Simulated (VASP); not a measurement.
Runs of VASP 6.6.1 on KI. The structure is that of space group Pm-3m (No. 221), or close to it. The cells are those of the table. 

```csv
cell,gap on the mesh (eV),pressure (GPa)
"a = 4.291, b = 4.291, c = 4.227 Å, 2 atoms",(b),0.7
"a = 4.356, b = 4.356, c = 4.162 Å, 2 atoms",3.13,0.5
"a = 4.162, b = 4.162, c = 4.291 Å, 2 atoms",3.41,1.6
"a = 4.162, b = 4.162, c = 4.356 Å, 2 atoms",3.32,(a)
"a = 4.227, b = 4.227, c = 4.162 Å, 2 atoms",3.43,(c)
"a = 4.227, b = 4.227, c = 4.291 Å, 2 atoms",3.38,1.0
"a = 4.162 Å, 2 atoms",3.58,2.2
"a = 4.291, b = 4.291, c = 4.162 Å, 2 atoms",3.28,1.0
```

Alike in all rows: task single point; level PBE; potentials or basis VASP PAW PBE potentials, release 64 (K_sv, I); no spin polarisation; k mesh 6 × 6 × 6; cutoff (eV) 520; smearing gaussian 0.05 eV.

Task: Estimate the missing entries.

Result: (a) 1.3; (b) 3.31; (c) 1.5.

Caveats: spin-orbit coupling is left out, which moves the levels of the heavy elements.

A k mesh can miss the band edges, and the runs leave out spin-orbit coupling on I.
